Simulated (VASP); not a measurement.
# Cs (Pm-3m) in VASP: further runs, part 2 of 3

VASP 6.6.1. The steps go on from the part before.

### Step 3. Single point, PBE

Contents of INCAR:

```
SYSTEM = Cs
ALGO = Normal
EDIFF = 1E-6
ENCUT = 520
GGA = PE
ISIF = 2
ISMEAR = 0
LASPH = .TRUE.
LCHARG = .TRUE.
LELF = .TRUE.
LREAL = .FALSE.
LVHAR = .TRUE.
LWAVE = .FALSE.
NBANDS = 10
NELM = 60
PREC = Accurate
SIGMA = 0.1
```

Contents of KPOINTS:

```
k-points
0
G
  4 4 4
  0 0 0
```

Contents of POSCAR:

```
Cs
1.0
    5.0390102000      0.0000000000      0.0000000000
    0.0000000000      5.0390102000      0.0000000000
    0.0000000000      0.0000000000      5.0390102000
Cs
1
Direct
    0.5000000000      0.5000000000      0.5000000000
```

Potentials or basis: VASP PAW PBE potentials, release 64 (Cs_sv).

Run with:

```sh
cat potpaw_PBE.64/Cs_sv/POTCAR > POTCAR
mpirun -np 1 vasp_std > vasp.out
```

OUTCAR:

```text
SYSTEM = Cs
   EDIFF = 1E-6
   ENCUT = 520
   GGA = PE
   ISIF = 2
   ISMEAR = 0
   LASPH = .TRUE.
   LREAL = .FALSE.
   NELM = 60
   PREC = Accurate

 ion  position               nearest neighbor table
   1  0.500  0.500  0.500-

  LATTYP: Found a simple cubic cell.
 ALAT       =     5.0390102000

  Lattice vectors:

 A1 = (   5.0390102000,   0.0000000000,   0.0000000000)
 A2 = (   0.0000000000,   5.0390102000,   0.0000000000)
 A3 = (   0.0000000000,   0.0000000000,   5.0390102000)

Analysis of symmetry for initial positions (statically):
=====================================================================
 Subroutine PRICEL returns:
 Original cell was already a primitive cell.

 Routine SETGRP: Setting up the symmetry group for a
 simple cubic supercell.

 Subroutine GETGRP returns: Found 48 space group operations
 (whereof 48 operations were pure point group operations)
 out of a pool of 48 trial point group operations.

The static configuration has the point symmetry O_h .

Analysis of symmetry for dynamics (positions and initial velocities):
=====================================================================
 Subroutine PRICEL returns:
 Original cell was already a primitive cell.

 Routine SETGRP: Setting up the symmetry group for a
 simple cubic supercell.

 Subroutine GETGRP returns: Found 48 space group operations
 (whereof 48 operations were pure point group operations)
 out of a pool of 48 trial point group operations.

The dynamic configuration has the point symmetry O_h .

 Subroutine INISYM returns: Found 48 space group operations
 (whereof 48 operations are pure point group operations),
 and found     1 'primitive' translations

----------------------------------------------------------------------------------------

                                     Primitive cell

  volume of cell :     127.9487

  direct lattice vectors                    reciprocal lattice vectors
     5.039010200  0.000000000  0.000000000     0.198451672  0.000000000  0.000000000
     0.000000000  5.039010200  0.000000000     0.000000000  0.198451672  0.000000000
     0.000000000  0.000000000  5.039010200     0.000000000  0.000000000  0.198451672

  length of vectors
     5.039010200  5.039010200  5.039010200     0.198451672  0.198451672  0.198451672

  position of ions in fractional coordinates (direct lattice)
     0.500000000  0.500000000  0.500000000

  ion indices of the primitive-cell ions
   primitive index   ion index
                 1           1

----------------------------------------------------------------------------------------

 KPOINTS: k-points

Automatic generation of k-mesh.
 Grid dimensions read from file:
 generate k-points for:    4    4    4

 Generating k-lattice:

  Cartesian coordinates                     Fractional coordinates (reciprocal lattice)
     0.049612918  0.000000000  0.000000000     0.250000000  0.000000000  0.000000000
     0.000000000  0.049612918  0.000000000     0.000000000  0.250000000  0.000000000
     0.000000000  0.000000000  0.049612918     0.000000000  0.000000000  0.250000000

  Length of vectors
     0.049612918  0.049612918  0.049612918

  Shift w.r.t. Gamma in fractional coordinates (k-lattice)
     0.000000000  0.000000000  0.000000000

 Subroutine IBZKPT returns following result:
 ===========================================

 Found     10 irreducible k-points:

 Following reciprocal coordinates:
            Coordinates               Weight
  0.000000  0.000000  0.000000      1.000000
  0.250000  0.000000  0.000000      6.000000
  0.500000  0.000000  0.000000      3.000000
  0.250000  0.250000  0.000000     12.000000
  0.500000  0.250000  0.000000     12.000000
  0.500000  0.500000  0.000000      3.000000
  0.250000  0.250000  0.250000      8.000000
  0.500000  0.250000  0.250000     12.000000
  0.500000  0.500000  0.250000      6.000000
  0.500000  0.500000  0.500000      1.000000
   k-points           NKPTS =     10   k-points in BZ     NKDIM =     10   number of bands    NBANDS=     10
   number of dos      NEDOS =    301   number of ions     NIONS =      1
   total plane-waves  NPLWV =  64000
   dimension x,y,z NGX =    40 NGY =   40 NGZ =   40
   dimension x,y,z NGXF=    80 NGYF=   80 NGZF=   80
   ions per type =               1
   NGX,Y,Z   is equivalent  to a cutoff of  13.20, 13.20, 13.20 a.u.
   NGXF,Y,Z  is equivalent  to a cutoff of  26.39, 26.39, 26.39 a.u.
 SYSTEM =  Cs
   PREC   = accura    normal or accurate (medium, high low for compatibility)
   ISTART =      0    job   : 0-new  1-cont  2-samecut
   ICHARG =      2    charge: 1-file 2-atom 10-const
   ISPIN  =      1    spin polarized calculation?
   LNONCOLLINEAR =      F non collinear calculations
   LSORBIT =      F    spin-orbit coupling
   LASPH  =      T    aspherical Exc in radial PAW
   ENCUT  =  520.0 eV  38.22 Ry    6.18 a.u.   9.37  9.37  9.37*2*pi/ulx,y,z
   NELM   =     60;   NELMIN=  2; NELMDL= -5     # of ELM steps
   EDIFF  = 0.1E-05   stopping-criterion for ELM
   LREAL  =      F    real-space projection
   EDIFFG = 0.1E-04   stopping-criterion for IOM
   NSW    =      0    number of steps for IOM
   IBRION =     -1    ionic relax: 0-MD 1-quasi-New 2-CG
   NFREE  =      0    steps in history (QN), initial steepest desc. (CG)
   ISIF   =      2    stress and relaxation
   ISYM   =      2    0-nonsym 1-usesym 2-fastsym
   POTIM  = 0.5000    time-step for ionic-motion
   TEBEG  =    0.0;   TEEND  =   0.0 temperature during run
   PSTRESS=    0.0 pullay stress
   NELECT =       9.0000    total number of electrons
   NUPDOWN=      -1.0000    fix difference up-down
   EMIN   =  10.00;   EMAX   =-10.00  energy-range for DOS
   EFERMI =   0.00;   METHOD = LEGACY
   ISMEAR =     0;   SIGMA  =   0.10  broadening in eV -4-tet -1-fermi 0-gaus
   EFERMI_NEDOS =   21; number of points for ismear=-14 and -15
   IALGO  =     38    algorithm
   IMIX   =      4    mixing-type and parameters
     AMIX     =   0.40;   BMIX     =  1.00
     AMIX_MAG =   1.60;   BMIX_MAG =  1.00
  volume/ion in A,a.u.               =     127.95       863.44
  Fermi-wavevector in a.u.,A,eV,Ry     =   0.675788  1.277054  6.213635  0.456689
  Thomas-Fermi vector in A             =   1.752908
   LORBIT       =      0    0 simple, 1 ext, 2 COOP (PROOUT), +10 PAW based schemes
   GGA     = PE    functional components
   LHFCALC =     F    Hartree Fock is set to
   AEXX    =    0.0000 exact exchange contribution
   IVDW    =     0    specifies the selected vdW correction
   LEPSILON=     F    determine dielectric tensor
   LRPA    =     F    only Hartree local field effects (RPA)
 non-spin polarized calculation
 Gauss-broadening in eV      SIGMA  =   0.10
  energy-cutoff  :      520.00
  volume of cell :      127.95
 maximum number of plane-waves:      3468
 NGX is ok and might be reduce to    40
   NGX = 19   NGY = 19   NGZ = 19

 number of electron       9.0000000 magnetization

 Free energy of the ion-electron system (eV)
  ---------------------------------------------------
  ext. energy  EPLUGINS =         0.00000000
  ---------------------------------------------------
  free energy    TOTEN  =        -0.76843960 eV

  energy without entropy =       -0.76075067  energy(sigma->0) =       -0.76459513

 E-fermi :   0.4828     XC(G=0):  -5.1318

 val. band max:        0.0261949850   @ k =   0.5000   0.0000   0.0000
 cond. band min:       0.5602440559   @ k =   0.5000   0.2500   0.0000
 fundamental gap:      0.5340490709
 Fermi energy:         0.4827906083

 k-point     1 :       0.0000    0.0000    0.0000
  band No.  band energies     occupation
      1     -23.8212      2.00000
      2     -10.5560      2.00000
      3     -10.5560      2.00000
      4     -10.5560      2.00000
      5      -1.3450      2.00000
      6       1.5830      0.00000
      7       1.5830      0.00000
      8       4.4294      0.00000
      9       4.4294      0.00000
     10       4.4294      0.00000
[... 105 lines left out ...]
 k-point    10 :       0.5000    0.5000    0.5000
  band No.  band energies     occupation
      1     -23.8034      2.00000
      2     -10.6718      2.00000
      3     -10.6718      2.00000
      4     -10.6718      2.00000
      5       1.3234      0.00000
      6       1.3234      0.00000
      7       1.3234      0.00000
      8       3.1845      0.00000
      9       3.9678      0.00000
     10       3.9678      0.00000

------------------------ aborting loop because EDIFF is reached ----------------------------------------

  FORCE on cell =-STRESS in cart. coord.  units (eV):
  Direction    XX          YY          ZZ          XY          YZ          ZX
  --------------------------------------------------------------------------------------
  -------------------------------------------------------------------------------------
  Total       -0.0043838     -0.0043838     -0.0043838     -0.0000000     -0.0000000     -0.0000000
  in kB       -0.0548945     -0.0548945     -0.0548945     -0.0000000     -0.0000000     -0.0000000
  external PRESSURE =      -0.0548945 kB  Pullay stress =       0.0000000 kB

 VOLUME and BASIS-vectors are now :
 -----------------------------------------------------------------------------
  energy-cutoff  :      520.00
  volume of cell :      127.95
      direct lattice vectors                 reciprocal lattice vectors
     5.039010200  0.000000000  0.000000000     0.198451672  0.000000000  0.000000000
     0.000000000  5.039010200  0.000000000     0.000000000  0.198451672  0.000000000
     0.000000000  0.000000000  5.039010200     0.000000000  0.000000000  0.198451672

 POSITION                                       TOTAL-FORCE (eV/Angst)
 -----------------------------------------------------------------------------------
      2.51951      2.51951      2.51951         0.000000      0.000000      0.000000
 -----------------------------------------------------------------------------------
    total drift:                                0.000000      0.000000     -0.000000

  FREE ENERGIE OF THE ION-ELECTRON SYSTEM (eV)
  ---------------------------------------------------
  free  energy   TOTEN  =        -0.7684396009 eV

  energy  without entropy=       -0.7607506658  energy(sigma->0) =       -0.76459513
```

stdout:

```text
POSCAR found type information on POSCAR Cs
 POSCAR found :  1 types and       1 ions
 scaLAPACK will be used
 LDA part: xc-table for (Slater+PW92), standard interpolation
 POSCAR, INCAR and KPOINTS ok, starting setup
 FFT: planning ... GRIDC
 FFT: planning ... GRID_SOFT
 FFT: planning ... GRID
 WAVECAR not read
 entering main loop
```

Run time: 14 s. Hardware: 1 thread of Intel Xeon 6975P-C (Granite Rapids), shared host; peak memory 0.23 GiB.

What came out:

* Free energy: -0.7684 eV
* Pressure: 0.0 GPa
* Band gap on the k mesh: zero (an odd number of electrons rules out a gap without spin polarisation)

Caveat: spin-orbit coupling is left out, which moves the levels of the heavy elements.

(Part 2 of 3 ends here.)
